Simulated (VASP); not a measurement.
Write the native input for VASP 6.6.1 that does the following.

| Item | Value |
| --- | --- |
| Task | single point |
| Functional | PBE |
| Potentials or basis | VASP PAW PBE potentials, release 64 (Nd_3, H), 4f in core |
| Cutoff | 500 eV |
| k mesh | 4 × 4 × 4 |
| Occupations | gaussian, width 0.2 eV |
| Spin | no spin polarisation |
| Dipole correction | no |
| Further INCAR settings | ALGO = Normal; EDIFF = 1e-06; NBANDS = 36 |

The structure of Nd2H3 lies in POSCAR:

```
Nd2H3
1.0
   -3.2019204333      3.6560181250      3.5837838273
    3.2019204333     -3.6560181250      3.5837838273
    3.2019204333      3.6560181250     -3.5837838273
Nd H
4 6
Direct
    0.2499221124      0.7499981600      0.9999202724
    0.2499221124      0.2500018400      0.4999239524
    0.7500778876      0.2500018400      0.0000797276
    0.7500778876      0.7499981600      0.5000760476
    0.4983598765      0.2496445770      0.2487152996
   -0.0009292774      0.7503554230      0.2487152996
    1.0009292774      0.2496445770      0.7512847004
    0.5016401235      0.7503554230      0.7512847004
    0.0000000000      0.5000000000      0.5000000000
    0.5000000000      0.0000000000      0.5000000000
```

The cell was generated, and may not be a known phase.

One way to write it, as run:

INCAR

```
PREC     = Accurate       # precision mode
ENCUT    = 500            # plane-wave cutoff, eV
EDIFF    = 1E-6           # SCF threshold, eV
ISMEAR   = 0              # smearing method
SIGMA    = 0.2            # smearing width, eV
LREAL    = False          # projectors in reciprocal space
LASPH    = True           # aspherical terms in the spheres
NELM     = 200            # most SCF steps
ALGO     = Normal         # electronic algorithm
ISIF     = 2              # what is computed and relaxed
LWAVE    = False          # write WAVECAR
LCHARG   = False          # write CHGCAR
GGA      = PE             # functional
NBANDS   = 36             # bands
GGA_COMPAT= False        
LMAXMIX  = 6              # l up to which the mixer works
```

KPOINTS

```
Automatic mesh
0
Gamma
  4 4 4
```

Potentials or basis: VASP PAW PBE potentials, release 64 (Nd_3, H), 4f in core.

The run is started by

```sh
$ cat potpaw_PBE.64/Nd_3/POTCAR potpaw_PBE.64/H/POTCAR > POTCAR
$ mpirun -np 1 vasp_std > vasp.out
```

Results of the run:

```yaml
Pressure: 0.0 GPa
Largest_force: 0.008 eV/Å
Band_gap_on_the_k_mesh: zero (bands 25 and 26 overlap by 1.55 eV)
```

Caveat: spin-orbit coupling is left out, which moves the levels of the heavy elements; the 4f electrons are frozen in the core, so they carry no moment and show no levels.

Run time: 2.2 min on 1 thread of Intel(R) Xeon(R) Platinum 8488C (Sapphire Rapids) (shared host), peak memory 0.35 GiB.
